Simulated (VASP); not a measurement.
# BP in VASP: notebook, part 2 of 3

VASP 6.6.1. Earlier steps stand in the parts before.

**3. Electric field gradients, LDA (volume scaled by 1.01)**

INCAR

```
SYSTEM = BP
PREC = Accurate
ENCUT = 520
EDIFF = 1E-8
ISMEAR = -1
SIGMA = 0.05
LREAL = .False.
LASPH = .True.
NELM = 100
ALGO = Normal
ISIF = 2
LWAVE = .False.
LCHARG = .False.
GGA = CA
LEFG = .True.
NBANDS = 11
```

KPOINTS

```
regular mesh
0
Gamma
  15 15 15
  0 0 0
```

POSCAR

```
BP
1.0
    0.0000000000      2.2765382614      2.2765382614
    2.2765382614      0.0000000000      2.2765382614
    2.2765382614      2.2765382614      0.0000000000
B P
1 1
Direct
    0.0000000000      0.0000000000      0.0000000000
    0.7500000000      0.7500000000      0.7500000000
```

Potentials or basis: VASP PAW LDA potentials, release 64 (B, P).

Run with:

```bash
cat potpaw_LDA.64/B/POTCAR potpaw_LDA.64/P/POTCAR > POTCAR
mpirun -np 1 vasp_std > vasp.out
```

OUTCAR:

```text
SYSTEM = BP
   PREC = Accurate
   ENCUT = 520
   EDIFF = 1E-8
   ISMEAR = -1
   LREAL = .False.
   LASPH = .True.
   NELM = 100
   ISIF = 2
   GGA = CA

 ion  position               nearest neighbor table
   1  0.000  0.000  0.000-   2 1.97   2 1.97   2 1.97   2 1.97
   2  0.750  0.750  0.750-   1 1.97   1 1.97   1 1.97   1 1.97

  LATTYP: Found a face centered cubic cell.
 ALAT       =     4.5530765228

  Lattice vectors:

 A1 = (   0.0000000000,   2.2765382614,   2.2765382614)
 A2 = (   2.2765382614,   0.0000000000,   2.2765382614)
 A3 = (   2.2765382614,   2.2765382614,   0.0000000000)

Analysis of symmetry for initial positions (statically):
[... 5 lines left out ...]
 face centered cubic supercell.

 Subroutine GETGRP returns: Found 24 space group operations
 (whereof 24 operations were pure point group operations)
 out of a pool of 48 trial point group operations.

The static configuration has the point symmetry T_d .

Analysis of symmetry for dynamics (positions and initial velocities):
[... 5 lines left out ...]
 face centered cubic supercell.

 Subroutine GETGRP returns: Found 24 space group operations
 (whereof 24 operations were pure point group operations)
 out of a pool of 48 trial point group operations.

The dynamic configuration has the point symmetry T_d .

 Subroutine INISYM returns: Found 24 space group operations
 (whereof 24 operations are pure point group operations),
 and found     1 'primitive' translations

----------------------------------------------------------------------------------------

                                     Primitive cell

  volume of cell :      23.5969

  direct lattice vectors                    reciprocal lattice vectors
     0.000000000  2.276538261  2.276538261    -0.219631714  0.219631714  0.219631714
     2.276538261  0.000000000  2.276538261     0.219631714 -0.219631714  0.219631714
     2.276538261  2.276538261  0.000000000     0.219631714  0.219631714 -0.219631714

  length of vectors
     3.219511285  3.219511285  3.219511285     0.380413287  0.380413287  0.380413287

  position of ions in fractional coordinates (direct lattice)
     0.000000000  0.000000000  0.000000000
     0.750000000  0.750000000  0.750000000

  ion indices of the primitive-cell ions
   primitive index   ion index
                 1           1
                 2           2

----------------------------------------------------------------------------------------

 KPOINTS: regular mesh

Automatic generation of k-mesh.
 Grid dimensions read from file:
 generate k-points for:   15   15   15

 Generating k-lattice:

  Cartesian coordinates                     Fractional coordinates (reciprocal lattice)
    -0.014642114  0.014642114  0.014642114     0.066666667  0.000000000  0.000000000
     0.014642114 -0.014642114  0.014642114     0.000000000  0.066666667  0.000000000
     0.014642114  0.014642114 -0.014642114     0.000000000  0.000000000  0.066666667

  Length of vectors
[... 61 lines left out ...]
   ISIF   =      2    stress and relaxation
   ISYM   =      2    0-nonsym 1-usesym 2-fastsym
   POTIM  = 0.5000    time-step for ionic-motion
   TEBEG  =    0.0;   TEEND  =   0.0 temperature during run
   PSTRESS=    0.0 pullay stress
   NELECT =       8.0000    total number of electrons
   NUPDOWN=      -1.0000    fix difference up-down
   EMIN   =  10.00;   EMAX   =-10.00  energy-range for DOS
   EFERMI =   0.00;   METHOD = LEGACY
   ISMEAR =    -1;   SIGMA  =   0.05  broadening in eV -4-tet -1-fermi 0-gaus
   EFERMI_NEDOS =   21; number of points for ismear=-14 and -15
   IALGO  =     38    algorithm
   IMIX   =      4    mixing-type and parameters
     AMIX     =   0.40;   BMIX     =  1.00
     AMIX_MAG =   1.60;   BMIX_MAG =  1.00
  volume/ion in A,a.u.               =      11.80        79.62
  Fermi-wavevector in a.u.,A,eV,Ry     =   1.141528  2.157175 17.729561  1.303086
  Thomas-Fermi vector in A             =   2.278228
   LORBIT       =      0    0 simple, 1 ext, 2 COOP (PROOUT), +10 PAW based schemes
   GGA     = CA    functional components
   LHFCALC =     F    Hartree Fock is set to
   AEXX    =    0.0000 exact exchange contribution
   IVDW    =     0    specifies the selected vdW correction
   LEPSILON=     F    determine dielectric tensor
   LRPA    =     F    only Hartree local field effects (RPA)
 non-spin polarized calculation
  energy-cutoff  :      520.00
  volume of cell :       23.60
 maximum number of plane-waves:       650
   NGX = 11   NGY = 11   NGZ = 11

 number of electron       8.0000000 magnetization

 Free energy of the ion-electron system (eV)
  ---------------------------------------------------
  ext. energy  EPLUGINS =         0.00000000
  ---------------------------------------------------
  free energy    TOTEN  =       -14.37870170 eV

  energy without entropy =      -14.37870167  energy(sigma->0) =      -14.37870168

 E-fermi :   7.8754     XC(G=0): -11.0470

 val. band max:        7.2875292668   @ k =   0.0000   0.0000   0.0000
 cond. band min:       8.4866621132   @ k =   0.4000   0.4000   0.0000
 fundamental gap:      1.1991328464
 Fermi energy:         7.8754089713

 k-point     1 :       0.0000    0.0000    0.0000
  band No.  band energies     occupation
      1      -8.0151      2.00000
      2       7.2875      1.99998
      3       7.2875      1.99998
      4       7.2875      1.99998
      5      10.6510      0.00000
      6      10.6510      0.00000
      7      10.6510      0.00000
      8      14.5052      0.00000
      9      18.4752      0.00000
     10      19.4402      0.00000
     11      19.4402      0.00000
[... 309 lines left out ...]
 k-point    24 :       0.2000    0.1333    0.0000
  band No.  band energies     occupation
      1      -7.3051      2.00000
      2       4.7037      2.00000
      3       5.5967      2.00000
      4       5.9329      2.00000
      5       9.9516      0.00000
      6      12.8642      0.00000
      7      13.0172      0.00000
      8      14.2803      0.00000
      9      17.9147      0.00000
     10      19.9112      0.00000
     11      20.4930      0.00000

 [... further k-points ...]
[... 5 lines left out ...]
  --------------------------------------------------------------------------------------
  -------------------------------------------------------------------------------------
  Total       -1.0070258     -1.0070258     -1.0070258     -0.0000000      0.0000000     -0.0000000
  in kB      -68.3748400    -68.3748400    -68.3748400     -0.0000000      0.0000000     -0.0000000
  external PRESSURE =     -68.3748400 kB  Pullay stress =       0.0000000 kB

 VOLUME and BASIS-vectors are now :
 -----------------------------------------------------------------------------
  energy-cutoff  :      520.00
  volume of cell :       23.60
      direct lattice vectors                 reciprocal lattice vectors
     0.000000000  2.276538261  2.276538261    -0.219631714  0.219631714  0.219631714
     2.276538261  0.000000000  2.276538261     0.219631714 -0.219631714  0.219631714
     2.276538261  2.276538261  0.000000000     0.219631714  0.219631714 -0.219631714

 POSITION                                       TOTAL-FORCE (eV/Angst)
 -----------------------------------------------------------------------------------
      0.00000      0.00000      0.00000        -0.000000      0.000000      0.000000
      3.41481      3.41481      3.41481         0.000000     -0.000000     -0.000000
 -----------------------------------------------------------------------------------
    total drift:                               -0.000000     -0.000000     -0.000000

  FREE ENERGIE OF THE ION-ELECTRON SYSTEM (eV)
  ---------------------------------------------------
  free  energy   TOTEN  =       -14.3787016993 eV

  energy  without entropy=      -14.3787016650  energy(sigma->0) =      -14.37870168

 Electric field gradients (V/A^2)
---------------------------------------------------------------------
 ion       V_xx      V_yy      V_zz      V_xy      V_xz      V_yz
---------------------------------------------------------------------
   1       0.000     0.000     0.000     0.000     0.000     0.000
   2      -0.000    -0.000     0.000    -0.000    -0.000    -0.000
---------------------------------------------------------------------

 Electric field gradients after diagonalization (V/A^2)
 (convention: |V_zz| > |V_xx| > |V_yy|)
----------------------------------------------------------------------
 ion       V_xx      V_yy      V_zz     asymmetry (V_yy - V_xx)/ V_zz
----------------------------------------------------------------------
   1      -0.000    -0.000     0.000       0.000
   2       0.000     0.000    -0.000       0.000
----------------------------------------------------------------------

           NMR quadrupolar parameters

 Cq : quadrupolar parameter    Cq=e*Q*V_zz/h
 eta: asymmetry parameters     (V_yy - V_xx)/ V_zz
 Q  : nuclear electric quadrupole moment in mb (millibarn)
----------------------------------------------------------------------
 ion       Cq(MHz)       eta       Q (mb)
----------------------------------------------------------------------
   1       0.000       0.000       1.000
   2      -0.000       0.000       1.000
----------------------------------------------------------------------
```

stdout:

```text
POSCAR found type information on POSCAR B P
 POSCAR found :  2 types and       2 ions
 scaLAPACK will be used
 LDA part: xc-table for (Slater(with rela. corr.)+CA(PZ))
 , standard interpolation
 POSCAR, INCAR and KPOINTS ok, starting setup
 FFT: planning ... GRIDC
 FFT: planning ... GRID_SOFT
 FFT: planning ... GRID
 WAVECAR not read
 entering main loop
ion   1

ion   2
```

Run time: 32 s. Hardware: 1 thread of AMD EPYC 7R43 (Zen 3), shared host; peak memory 0.11 GiB.

Results:

```yaml
Free_energy: -14.3787 eV
Pressure: -6.8 GPa
Band_gap_on_the_k_mesh: 1.20 eV, indirect (least direct gap 3.36 eV)
```

Levels at points of the mesh, in eV from the valence-band top:
```csv
k point,band 1,band 2,band 3,band 4,band 5,band 6,band 7,band 8
"(0.00, 0.00, 0.00)",-15.30,0.00,0.00,0.00,3.36,3.36,3.36,7.22
```

Caveat: without QUAD_EFG the Cq values of the log hold for a quadrupole moment of 1 mb, not for the nuclei. A k mesh can miss the band edges.

**4. Electric field gradients, LDA (volume scaled by 1.01)**

INCAR

```
PREC = Accurate ; ENCUT = 520
EDIFF = 1E-8 ; ISMEAR = -1
SIGMA = 0.05 ; LREAL = False
LASPH = True ; NELM = 80
ALGO = Normal ; ISIF = 2
LWAVE = False ; LCHARG = False
LEFG = True ; NBANDS = 11
```

KPOINTS

```
Automatic mesh
0
Gamma
  15 15 15
```

POSCAR is that of step 3.

Potentials or basis: VASP PAW LDA potentials, release 64 (B, P).

Run with:

```bash
cat potpaw_LDA.64/B/POTCAR potpaw_LDA.64/P/POTCAR > POTCAR
mpirun -np 1 vasp_std > vasp.out
```

OUTCAR:

```text
PREC = Accurate
   ENCUT = 520
   EDIFF = 1E-8
   ISMEAR = -1
   LREAL = False
   LASPH = True
   NELM = 80
   ISIF = 2

 ion  position               nearest neighbor table
   1  0.000  0.000  0.000-   2 1.97   2 1.97   2 1.97   2 1.97
   2  0.750  0.750  0.750-   1 1.97   1 1.97   1 1.97   1 1.97

  LATTYP: Found a face centered cubic cell.
 ALAT       =     4.5530765228

  Lattice vectors:

 A1 = (   0.0000000000,   2.2765382614,   2.2765382614)
 A2 = (   2.2765382614,   0.0000000000,   2.2765382614)
 A3 = (   2.2765382614,   2.2765382614,   0.0000000000)

Analysis of symmetry for initial positions (statically):
[... 5 lines left out ...]
 face centered cubic supercell.

 Subroutine GETGRP returns: Found 24 space group operations
 (whereof 24 operations were pure point group operations)
 out of a pool of 48 trial point group operations.

The static configuration has the point symmetry T_d .

Analysis of symmetry for dynamics (positions and initial velocities):
[... 5 lines left out ...]
 face centered cubic supercell.

 Subroutine GETGRP returns: Found 24 space group operations
[... 510 lines left out ...]
     0.000000000  2.276538261  2.276538261    -0.219631714  0.219631714  0.219631714
     2.276538261  0.000000000  2.276538261     0.219631714 -0.219631714  0.219631714
     2.276538261  2.276538261  0.000000000     0.219631714  0.219631714 -0.219631714

 POSITION                                       TOTAL-FORCE (eV/Angst)
 -----------------------------------------------------------------------------------
      0.00000      0.00000      0.00000        -0.000000      0.000000      0.000000
      3.41481      3.41481      3.41481         0.000000     -0.000000     -0.000000
 -----------------------------------------------------------------------------------
    total drift:                               -0.000000     -0.000000     -0.000000

  FREE ENERGIE OF THE ION-ELECTRON SYSTEM (eV)
  ---------------------------------------------------
  free  energy   TOTEN  =       -14.3787016993 eV

  energy  without entropy=      -14.3787016650  energy(sigma->0) =      -14.37870168

 Electric field gradients (V/A^2)
---------------------------------------------------------------------
 ion       V_xx      V_yy      V_zz      V_xy      V_xz      V_yz
---------------------------------------------------------------------
   1       0.000     0.000     0.000     0.000     0.000     0.000
   2      -0.000    -0.000     0.000    -0.000    -0.000    -0.000
---------------------------------------------------------------------

 Electric field gradients after diagonalization (V/A^2)
 (convention: |V_zz| > |V_xx| > |V_yy|)
----------------------------------------------------------------------
 ion       V_xx      V_yy      V_zz     asymmetry (V_yy - V_xx)/ V_zz
----------------------------------------------------------------------
   1      -0.000    -0.000     0.000       0.000
   2       0.000     0.000    -0.000       0.000
----------------------------------------------------------------------

           NMR quadrupolar parameters

 Cq : quadrupolar parameter    Cq=e*Q*V_zz/h
 eta: asymmetry parameters     (V_yy - V_xx)/ V_zz
 Q  : nuclear electric quadrupole moment in mb (millibarn)
----------------------------------------------------------------------
 ion       Cq(MHz)       eta       Q (mb)
----------------------------------------------------------------------
   1       0.000       0.000       1.000
   2      -0.000       0.000       1.000
----------------------------------------------------------------------
```

It took 29 s on 1 thread of AMD EPYC 7R43 (Zen 3), shared host; peak memory 0.11 GiB.

Results:

```
Free energy            : -14.3787 eV
Pressure               : -6.8 GPa
Band gap on the k mesh : 1.20 eV, indirect (least direct gap 3.36 eV)
```

Caveat: without QUAD_EFG the Cq values of the log hold for a quadrupole moment of 1 mb, not for the nuclei. A k mesh can miss the band edges.

(Continued in part 3 of 3.)
